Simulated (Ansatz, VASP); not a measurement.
Two plane-wave programs on Al6N

Contents of INCAR:

```
SYSTEM = Al6N
  PREC = Accurate
  ENCUT = 520
  EDIFF = 1E-6
  ISMEAR = 0
  SIGMA = 0.1
  LREAL = .FALSE.
  LASPH = .TRUE.
  NELM = 100
  ALGO = Normal
  ISIF = 2
  LWAVE = .FALSE.
  LCHARG = .TRUE.
  LDIPOL = .TRUE.
  IDIPOL = 3
  DIPOL = 0.5 0.5 0.302
  GGA = PE
  LELF = .TRUE.
  LVHAR = .TRUE.
  LVACPOTAV = .TRUE.
  NBANDS = 36
```

File KPOINTS:

```
Automatic mesh
0
G
  6 6 1
  0 0 0
```

POSCAR

```
Al6N
1.0
    5.7143028096      0.0000000000      0.0000000000
   -2.8571514048      4.9487313980      0.0000000000
    0.0000000000      0.0000000000     22.6016424610
Al N
12 2
Direct
    0.3333333333      0.1666666667      0.1769782885
    0.3333333333      0.6666666667      0.1769782885
    0.8333333333      0.1666666667      0.1769782885
    0.8333333333      0.6666666667      0.1769782885
    0.1666666667      0.3333333333      0.2787817905
    0.1666666667      0.8333333333      0.2787817905
    0.6666666667      0.3333333333      0.2787817905
    0.6666666667      0.8333333333      0.2787817905
    0.0000000000      0.0000000000      0.3805759903
    0.0000000000      0.5000000000      0.3805759903
    0.5000000000      0.0000000000      0.3805759903
    0.5000000000      0.5000000000      0.3805759903
    0.4125002618      0.5000000000      0.4442881741
    0.5874997382      0.5000000000      0.4442881741
```

Input for Ansatz:

```yaml
crystal:
  lattice:
    - [5.7143028096, 0.0, 0.0]
    - [-2.8571514048, 4.948731398, 0.0]
    - [0.0, 0.0, 22.601642461]
  atoms:
    - { symbol: Al, position: [0.3333333333, 0.1666666667, 0.1769782885] }
    - { symbol: Al, position: [0.3333333333, 0.6666666667, 0.1769782885] }
    - { symbol: Al, position: [0.8333333333, 0.1666666667, 0.1769782885] }
    - { symbol: Al, position: [0.8333333333, 0.6666666667, 0.1769782885] }
    - { symbol: Al, position: [0.1666666667, 0.3333333333, 0.2787817905] }
    - { symbol: Al, position: [0.1666666667, 0.8333333333, 0.2787817905] }
    - { symbol: Al, position: [0.6666666667, 0.3333333333, 0.2787817905] }
    - { symbol: Al, position: [0.6666666667, 0.8333333333, 0.2787817905] }
    - { symbol: Al, position: [0.0, 0.0, 0.3805759903] }
    - { symbol: Al, position: [0.0, 0.5, 0.3805759903] }
    - { symbol: Al, position: [0.5, 0.0, 0.3805759903] }
    - { symbol: Al, position: [0.5, 0.5, 0.3805759903] }
    - { symbol: "N", position: [0.4125002618, 0.5, 0.4442881741] }
    - { symbol: "N", position: [0.5874997382, 0.5, 0.4442881741] }
basis:
  ecutwfc: 420
kpoints:
  mp_grid: { grid: [6, 6, 1] }
hamiltonian:
  xc: pbe
scf:
  occupations: { method: gaussian, width: 0.1 }
output:
  forces: true
  eigenvalues: true
efield:
  axis: 3
  dipole_correction: true
  ramp_width: 0.04
```

Alike in both runs: task single point; functional PBE; k mesh 6 × 6 × 1; occupations gaussian, width 0.1 eV; no spin polarisation.

|  | VASP | Ansatz |
| --- | --- | --- |
| version | VASP 6.6.1 | Ansatz 0.2.0 |
| potentials or method | VASP PAW PBE potentials, release 64 (Al, N), cutoff 520 eV | scalar-relativistic, plane waves, PAW |
| valence electrons in the cell | 46 | 46 |

|  | VASP | Ansatz | Ansatz less VASP |
| --- | --- | --- | --- |
| gap on the k mesh at the Fermi level (eV) | none | none | - |
| rms of the force components (eV/Å) | 10.057 | 8.893 | -1.1638 |
| work function, face that differs most (eV) | 3.75 | 3.75 | +0.002 |

Atom by atom the forces differ by 1.279 eV/Å (rms over components). A gap of «none» marks a metal or a gap that the smearing closes.

Noted on VASP's run: the standard files for N, O and F lose accuracy on very short bonds.
